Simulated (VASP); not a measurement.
Set up this calculation in VASP 6.6.1, as the native input.

```yaml
Task: relaxation of cell and atoms
Functional: PBE
Potentials_or_basis: VASP PAW PBE potentials, release 64 (Mg_sv, O)
Cutoff: 840 eV
k_mesh: 5 × 5 × 6
Occupations: gaussian, width 0.2 eV
Spin: no spin polarisation
Dipole_correction: no
Further_INCAR_settings: ALGO = Normal; EDIFF = 1e-07; IBRION = 2; EDIFFG = -0.08; NSW = 36; ISIF = 3
```

The structure of Mg2O lies in POSCAR:

```
Mg2O
1.0
    2.6091509200     -2.7527646900      0.0000000000
    2.6091509200      2.7527646900      0.0000000000
    0.0000000000      0.0000000000      3.3031906900
Mg O
2 1
Direct
    0.2855234700      0.2855234700      0.5000000000
    0.7144765300      0.7144765300      0.5000000000
    0.0000000000      0.0000000000      0.0000000000
```

The cell was generated, and may not be a known phase.

These files were run (other wordings do the same):

INCAR

```
SYSTEM = Mg2O
PREC = Accurate
ENCUT = 840
EDIFF = 1E-7
ISMEAR = 0
SIGMA = 0.2
LREAL = .FALSE.
LASPH = .TRUE.
NELM = 120
ALGO = Normal
ISIF = 3
LWAVE = .FALSE.
LCHARG = .FALSE.
GGA = PE
IBRION = 2
NSW = 36
EDIFFG = -0.08
GGA_COMPAT = .FALSE.
NELMIN = 4
```

KPOINTS

```
Automatic mesh
0
G
  5 5 6
  0 0 0
```

Potentials or basis: VASP PAW PBE potentials, release 64 (Mg_sv, O).

The run is started by

```sh
$ cat potpaw_PBE.64/Mg_sv/POTCAR potpaw_PBE.64/O/POTCAR > POTCAR
$ mpirun -np 1 vasp_std > vasp.out
```

It gave:

- Relaxed volume: 19.91 Å³/atom
- Relaxed cell: a = 4.593 Å, b = 4.593 Å, c = 2.921 Å, α = 90.00°, β = 90.00°, γ = 104.30°
- Space group after relaxing (to 0.1 Å): Cmmm (No. 65)
- Energy gained by relaxing: 667.4 meV/atom
- Ionic steps: 9
- Pressure after relaxing: 0.1 GPa
- Largest force after relaxing: 0.051 eV/Å
- Band gap on the k mesh: zero (bands 13 and 14 overlap by 1.65 eV)

Caveat: the volume moved by over 15 % at a fixed basis, so the end points are rough; the relaxation stopped at a loose force limit of 0.08 eV/Å, so its end isn't a converged minimum.

Wall time 4.8 min on 1 thread of Intel(R) Xeon(R) Platinum 8259CL CPU @ 2.50GHz (Skylake/Cascade Lake), with other jobs on the host, peak memory 0.22 GiB.
